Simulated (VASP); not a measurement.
# SiO2 (P4_32_12) in VASP: a series of runs

Runs on SiO2. Level: LDA. Tasks: single point.

Program: VASP 6.6.1. These are calculated values, not measurements. Logs are shortened: lines on timing, memory, paths and dates and some standing lists are left out, and cuts for length are marked.

**1. The cell of the first run**

Symmetry: P4_32_12, No. 96, tetragonal system. Conventional cell: a = 4.982 Å, b = 4.982 Å, c = 6.948 Å, α = 90.00°, β = 90.00°, γ = 90.00°. Si (site symmetry 2) has 4 O at 1.61 Å within 2.1 Å. Within 2.1 Å of O (site symmetry 1) lie 2 Si at 1.61 Å.

**2. Single point, LDA (volume scaled by 1.03, then relaxed in part)**

Contents of INCAR:

```
PREC = Accurate
ENCUT = 520
EDIFF = 1E-6
ISMEAR = 0
SIGMA = 0.02
LREAL = F
LASPH = T
NELM = 80
ALGO = Normal
ISIF = 2
LWAVE = F
LCHARG = F
NBANDS = 44
```

Contents of KPOINTS:

```
Automatic mesh
0
Gamma
  6 6 4
```

Contents of POSCAR:

```
SiO2
1.0
    4.9819900341      0.0000000000      0.0000000000
    0.0000000000      4.9819900341      0.0000000000
    0.0000000000      0.0000000000      6.9482816825
Si O
4 8
Direct
    0.7998683836      0.7998683836      0.5000000000
    0.7001316164      0.2998683836      0.2500000000
    0.2001316164      0.2001316164      0.0000000000
    0.2998683836      0.7001316164      0.7500000000
    0.2606908189      0.3954831178      0.8209446259
    0.1045168822      0.7606908189      0.5709446259
    0.7393091811      0.6045168822      0.3209446259
    0.8954831178      0.2393091811      0.0709446259
    0.7606908189      0.1045168822      0.4290553741
    0.6045168822      0.7393091811      0.6790553741
    0.2393091811      0.8954831178      0.9290553741
    0.3954831178      0.2606908189      0.1790553741
```

Potentials or basis: VASP PAW LDA potentials, release 64 (Si, O).

Command:

```sh
> cat potpaw_LDA.64/Si/POTCAR potpaw_LDA.64/O/POTCAR > POTCAR
> mpirun -np 1 vasp_std > vasp.out
```

OUTCAR:

```text
PREC = Accurate
   ENCUT = 520
   EDIFF = 1E-6
   ISMEAR = 0
   LREAL = F
   LASPH = T
   NELM = 80
   ISIF = 2

 ion  position               nearest neighbor table
   1  0.800  0.800  0.500-   6 1.61   9 1.61   7 1.61  10 1.61   2 3.08   4 3.08   2 3.08   4 3.08

   2  0.700  0.300  0.250-   7 1.61  12 1.61   9 1.61   8 1.61   1 3.08   3 3.08   1 3.08   3 3.08

   3  0.200  0.200  0.000-   8 1.61  11 1.61   5 1.61  12 1.61   2 3.08   4 3.08   4 3.08   2 3.08

   4  0.300  0.700  0.750-   5 1.61  10 1.61   6 1.61  11 1.61   1 3.08   3 3.08   3 3.08   1 3.08

   5  0.261  0.395  0.821-   4 1.61   3 1.61
   6  0.105  0.761  0.571-   1 1.61   4 1.61
   7  0.739  0.605  0.321-   2 1.61   1 1.61
   8  0.895  0.239  0.071-   3 1.61   2 1.61
   9  0.761  0.105  0.429-   1 1.61   2 1.61
  10  0.605  0.739  0.679-   4 1.61   1 1.61
  11  0.239  0.895  0.929-   3 1.61   4 1.61
  12  0.395  0.261  0.179-   2 1.61   3 1.61

  LATTYP: Found a simple tetragonal cell.
 ALAT       =     4.9819900341
 C/A-ratio  =     1.3946799642

  Lattice vectors:

 A1 = (   4.9819900341,   0.0000000000,   0.0000000000)
 A2 = (   0.0000000000,   4.9819900341,   0.0000000000)
 A3 = (   0.0000000000,   0.0000000000,   6.9482816825)

Analysis of symmetry for initial positions (statically):
=====================================================================
 Subroutine PRICEL returns:
 Original cell was already a primitive cell.

 Routine SETGRP: Setting up the symmetry group for a
 simple tetragonal supercell.

 Subroutine GETGRP returns: Found  8 space group operations
 (whereof  2 operations were pure point group operations)
 out of a pool of 16 trial point group operations.

The static configuration has the point symmetry C_2 .
 The point group associated with its full space group is D_4 .

Analysis of symmetry for dynamics (positions and initial velocities):
=====================================================================
 Subroutine PRICEL returns:
 Original cell was already a primitive cell.

 Routine SETGRP: Setting up the symmetry group for a
 simple tetragonal supercell.

 Subroutine GETGRP returns: Found  8 space group operations
 (whereof  2 operations were pure point group operations)
 out of a pool of 16 trial point group operations.

The dynamic configuration has the point symmetry C_2 .
 The point group associated with its full space group is D_4 .

 Subroutine INISYM returns: Found  8 space group operations
 (whereof  2 operations are pure point group operations),
 and found     1 'primitive' translations

----------------------------------------------------------------------------------------

                                     Primitive cell

  volume of cell :     172.4579

  direct lattice vectors                    reciprocal lattice vectors
     4.981990034  0.000000000  0.000000000     0.200723003  0.000000000  0.000000000
     0.000000000  4.981990034  0.000000000     0.000000000  0.200723003  0.000000000
     0.000000000  0.000000000  6.948281683     0.000000000  0.000000000  0.143920475

  length of vectors
     4.981990034  4.981990034  6.948281683     0.200723003  0.200723003  0.143920475

  position of ions in fractional coordinates (direct lattice)
     0.799868384  0.799868384  0.500000000
     0.700131616  0.299868384  0.250000000
     0.200131616  0.200131616  0.000000000
     0.299868384  0.700131616  0.750000000
     0.260690819  0.395483118  0.820944626
     0.104516882  0.760690819  0.570944626
     0.739309181  0.604516882  0.320944626
     0.895483118  0.239309181  0.070944626
     0.760690819  0.104516882  0.429055374
     0.604516882  0.739309181  0.679055374
     0.239309181  0.895483118  0.929055374
     0.395483118  0.260690819  0.179055374

  ion indices of the primitive-cell ions
   primitive index   ion index
                 1           1
                 2           2
                 3           3
                 4           4
                 5           5
                 6           6
                 7           7
                 8           8
                 9           9
                10          10
                11          11
                12          12

----------------------------------------------------------------------------------------

 KPOINTS: Automatic mesh

Automatic generation of k-mesh.
 Grid dimensions read from file:
 generate k-points for:    6    6    4

 Generating k-lattice:

  Cartesian coordinates                     Fractional coordinates (reciprocal lattice)
     0.033453834  0.000000000  0.000000000     0.166666667  0.000000000  0.000000000
     0.000000000  0.033453834  0.000000000     0.000000000  0.166666667  0.000000000
     0.000000000  0.000000000  0.035980119     0.000000000  0.000000000  0.250000000

  Length of vectors
     0.033453834  0.033453834  0.035980119

  Shift w.r.t. Gamma in fractional coordinates (k-lattice)
     0.000000000  0.000000000  0.000000000

 Subroutine IBZKPT returns following result:
 ===========================================

 Found     30 irreducible k-points:

 Following reciprocal coordinates:
            Coordinates               Weight
  0.000000  0.000000  0.000000      1.000000
  0.166667  0.000000  0.000000      4.000000
  0.333333  0.000000  0.000000      4.000000
  0.500000  0.000000  0.000000      2.000000
  0.166667  0.166667  0.000000      4.000000
  0.333333  0.166667  0.000000      8.000000
[... 16 lines left out ...]
  0.333333  0.000000  0.500000      4.000000
  0.500000  0.000000  0.500000      2.000000
 [... further k-points ...]
   k-points           NKPTS =     30   k-points in BZ     NKDIM =     30   number of bands    NBANDS=     44
   number of dos      NEDOS =    301   number of ions     NIONS =     12
   total plane-waves  NPLWV =  86400
   dimension x,y,z NGX =    40 NGY =   40 NGZ =   54
   dimension x,y,z NGXF=    80 NGYF=   80 NGZF=  108
   ions per type =               4   8
   NGX,Y,Z   is equivalent  to a cutoff of  13.35, 13.35, 12.92 a.u.
   NGXF,Y,Z  is equivalent  to a cutoff of  26.70, 26.70, 25.84 a.u.
 SYSTEM =  unknown system
   PREC   = accura    normal or accurate (medium, high low for compatibility)
   ISTART =      0    job   : 0-new  1-cont  2-samecut
   ICHARG =      2    charge: 1-file 2-atom 10-const
   ISPIN  =      1    spin polarized calculation?
   LNONCOLLINEAR =      F non collinear calculations
   LSORBIT =      F    spin-orbit coupling
   LASPH  =      T    aspherical Exc in radial PAW
   ENCUT  =  520.0 eV  38.22 Ry    6.18 a.u.   9.26  9.26 12.92*2*pi/ulx,y,z
   NELM   =     80;   NELMIN=  2; NELMDL= -5     # of ELM steps
   EDIFF  = 0.1E-05   stopping-criterion for ELM
   LREAL  =      F    real-space projection
   EDIFFG = 0.1E-04   stopping-criterion for IOM
   NSW    =      0    number of steps for IOM
   IBRION =     -1    ionic relax: 0-MD 1-quasi-New 2-CG
   NFREE  =      0    steps in history (QN), initial steepest desc. (CG)
   ISIF   =      2    stress and relaxation
   ISYM   =      2    0-nonsym 1-usesym 2-fastsym
   POTIM  = 0.5000    time-step for ionic-motion
   TEBEG  =    0.0;   TEEND  =   0.0 temperature during run
   PSTRESS=    0.0 pullay stress
   NELECT =      64.0000    total number of electrons
   NUPDOWN=      -1.0000    fix difference up-down
   EMIN   =  10.00;   EMAX   =-10.00  energy-range for DOS
   EFERMI =   0.00;   METHOD = LEGACY
   ISMEAR =     0;   SIGMA  =   0.02  broadening in eV -4-tet -1-fermi 0-gaus
   EFERMI_NEDOS =   21; number of points for ismear=-14 and -15
   IALGO  =     38    algorithm
   IMIX   =      4    mixing-type and parameters
     AMIX     =   0.40;   BMIX     =  1.00
     AMIX_MAG =   1.60;   BMIX_MAG =  1.00
  volume/ion in A,a.u.               =      14.37        96.98
  Fermi-wavevector in a.u.,A,eV,Ry     =   1.176451  2.223170 18.830961  1.384037
  Thomas-Fermi vector in A             =   2.312814
   LORBIT       =      0    0 simple, 1 ext, 2 COOP (PROOUT), +10 PAW based schemes
   GGA     = CA    functional components
   LHFCALC =     F    Hartree Fock is set to
   AEXX    =    0.0000 exact exchange contribution
   IVDW    =     0    specifies the selected vdW correction
   LEPSILON=     F    determine dielectric tensor
   LRPA    =     F    only Hartree local field effects (RPA)
 non-spin polarized calculation
 Gauss-broadening in eV      SIGMA  =   0.02
  energy-cutoff  :      520.00
  volume of cell :      172.46
 maximum number of plane-waves:      4678
 NGX is ok and might be reduce to    40
   NGX = 19   NGY = 19   NGZ = 25

 number of electron      63.9999982 magnetization

 Free energy of the ion-electron system (eV)
  ---------------------------------------------------
  ext. energy  EPLUGINS =         0.00000000
  ---------------------------------------------------
  free energy    TOTEN  =      -103.74934972 eV

  energy without entropy =     -103.74934972  energy(sigma->0) =     -103.74934972

 E-fermi :  -0.0406     XC(G=0):  -8.9680

 val. band max:       -0.1452100085   @ k =   0.0000   0.0000   0.0000
 cond. band min:       5.3640447760   @ k =   0.0000   0.0000   0.0000
 fundamental gap:      5.5092547846
 Fermi energy:        -0.0406001693

 k-point     1 :       0.0000    0.0000    0.0000
  band No.  band energies     occupation
      1     -19.4029      2.00000
      2     -18.4698      2.00000
      3     -18.4698      2.00000
      4     -17.2458      2.00000
      5     -17.1995      2.00000
      6     -17.1971      2.00000
[... 36 lines left out ...]
     43      10.9901      0.00000
     44      11.1110      0.00000
[... 1040 lines left out ...]
      4     -17.9170      2.00000
      5     -17.2449      2.00000
      6     -17.2449      2.00000
[... 36 lines left out ...]
     43      11.0864      0.00000
     44      11.0867      0.00000

 [... further k-points ...]

------------------------ aborting loop because EDIFF is reached ----------------------------------------

  FORCE on cell =-STRESS in cart. coord.  units (eV):
  Direction    XX          YY          ZZ          XY          YZ          ZX
  --------------------------------------------------------------------------------------
  -------------------------------------------------------------------------------------
  Total        0.2979526      0.2979526      0.2143341     -0.0000000      0.0000000      0.0000000
  in kB        2.7680542      2.7680542      1.9912179     -0.0000000      0.0000000      0.0000000
  external PRESSURE =       2.5091088 kB  Pullay stress =       0.0000000 kB

 VOLUME and BASIS-vectors are now :
 -----------------------------------------------------------------------------
  energy-cutoff  :      520.00
  volume of cell :      172.46
      direct lattice vectors                 reciprocal lattice vectors
     4.981990034  0.000000000  0.000000000     0.200723003  0.000000000  0.000000000
     0.000000000  4.981990034  0.000000000     0.000000000  0.200723003  0.000000000
     0.000000000  0.000000000  6.948281683     0.000000000  0.000000000  0.143920475

 POSITION                                       TOTAL-FORCE (eV/Angst)
 -----------------------------------------------------------------------------------
      3.98494      3.98494      3.47414         0.022596      0.022596     -0.000000
      3.48805      1.49394      1.73707        -0.022596      0.022596     -0.000000
      0.99705      0.99705      0.00000        -0.022596     -0.022596     -0.000000
      1.49394      3.48805      5.21121         0.022596     -0.022596     -0.000000
      1.29876      1.97029      5.70415         0.009351     -0.012543     -0.013113
      0.52070      3.78975      3.96708         0.012543      0.009351     -0.013113
      3.68323      3.01170      2.23001        -0.009351      0.012543     -0.013113
      4.46129      1.19224      0.49294        -0.012543     -0.009351     -0.013113
      3.78975      0.52070      2.98120         0.009351      0.012543      0.013113
      3.01170      3.68323      4.71827         0.012543     -0.009351      0.013113
      1.19224      4.46129      6.45534        -0.009351     -0.012543      0.013113
      1.97029      1.29876      1.24413        -0.012543      0.009351      0.013113
 -----------------------------------------------------------------------------------
    total drift:                               -0.000000      0.000000      0.000000

  FREE ENERGIE OF THE ION-ELECTRON SYSTEM (eV)
  ---------------------------------------------------
  free  energy   TOTEN  =      -103.7493497249 eV

  energy  without entropy=     -103.7493497249  energy(sigma->0) =     -103.74934972
```

It took 3.6 min on 1 thread of Intel Xeon Platinum 8259CL at 2.50GHz (Skylake/Cascade Lake), shared host; peak memory 0.31 GiB.

Results:

| Property | Result |
| --- | --- |
| Free energy | -103.7493 eV |
| Pressure | 0.3 GPa |
| Largest force | 0.032 eV/Å |
| Band gap on the k mesh | 5.51 eV, direct |

Forces on the atoms (eV/Å):
```
Si   0.023  0.023  0.000
Si  -0.023  0.023  0.000
Si  -0.023 -0.023  0.000
Si   0.023 -0.023  0.000
O    0.009 -0.013 -0.013
O    0.013  0.009 -0.013
O   -0.009  0.013 -0.013
O   -0.013 -0.009 -0.013
O    0.009  0.013  0.013
O    0.013 -0.009  0.013
O   -0.009 -0.013  0.013
O   -0.013  0.009  0.013
```

Stress tensor (GPa, compression positive):
```
0.28 0.00 0.00
0.00 0.28 0.00
0.00 0.00 0.20
```

 A k mesh can miss the band edges.

**3. Single point, LDA (volume scaled by 1.06, then relaxed in part)**

Contents of INCAR:

```
ALGO = Normal
EDIFF = 1E-6
ENCUT = 520
GGA = CA
ISIF = 2
ISMEAR = 0
LASPH = T
LCHARG = T
LELF = T
LREAL = F
LVHAR = T
LWAVE = F
NBANDS = 44
NELM = 100
PREC = Accurate
SIGMA = 0.02
```

Contents of KPOINTS:

```
k-points
0
Gamma
  6 6 4
```

Contents of POSCAR:

```
SiO2
1.0
    5.0254103825      0.0000000000      0.0000000000
    0.0000000000      5.0254103825      0.0000000000
    0.0000000000      0.0000000000      7.0276269635
Si O
4 8
Direct
    0.7947248993      0.7947248993      0.5000000000
    0.7052751007      0.2947248993      0.2500000000
    0.2052751007      0.2052751007      0.0000000000
    0.2947248993      0.7052751007      0.7500000000
    0.2588296128      0.4057946373      0.8259673785
    0.0942053627      0.7588296128      0.5759673785
    0.7411703872      0.5942053627      0.3259673785
    0.9057946373      0.2411703872      0.0759673785
    0.7588296128      0.0942053627      0.4240326215
    0.5942053627      0.7411703872      0.6740326215
    0.2411703872      0.9057946373      0.9240326215
    0.4057946373      0.2588296128      0.1740326215
```

Potentials or basis: VASP PAW LDA potentials, release 64 (Si, O).

Command:

```sh
> cat potpaw_LDA.64/Si/POTCAR potpaw_LDA.64/O/POTCAR > POTCAR
> mpirun -np 1 vasp_std > vasp.out
```

Wall time 3.6 min (1 thread of Intel Xeon Platinum 8259CL at 2.50GHz (Skylake/Cascade Lake), shared host); peak memory 0.32 GiB.

Results (log left out):

* Free energy: -103.7452 eV
* Pressure: 0.0 GPa
* Largest force: 0.024 eV/Å
* Band gap on the k mesh: 5.46 eV, direct

Forces on the atoms (eV/Å):
```
Si   0.017  0.017  0.000
Si  -0.017  0.017  0.000
Si  -0.017 -0.017  0.000
Si   0.017 -0.017  0.000
O    0.005 -0.016 -0.009
O    0.016  0.005 -0.009
O   -0.005  0.016 -0.009
O   -0.016 -0.005 -0.009
O    0.005  0.016  0.009
O    0.016 -0.005  0.009
O   -0.005 -0.016  0.009
O   -0.016  0.005  0.009
```

Levels at points of the mesh, in eV from the valence-band top:
```
           k point  band 30  band 31  band 32  band 33  band 34  band 35
(0.00, 0.00, 0.00)    -0.23    -0.23     0.00     5.46     8.54     8.54
(0.50, 0.00, 0.00)    -0.67    -0.45    -0.45     7.46     7.46     8.96
(0.50, 0.50, 0.00)    -0.62    -0.58    -0.58     8.43     8.43     8.57
(0.00, 0.00, 0.50)    -0.50    -0.41    -0.41     6.66     6.66     9.23
(0.50, 0.00, 0.50)    -0.96    -0.15    -0.15     7.85     7.85     8.51
(0.50, 0.50, 0.50)    -0.67    -0.67    -0.67     8.93     8.93     8.93
```

 A k mesh can miss the band edges.
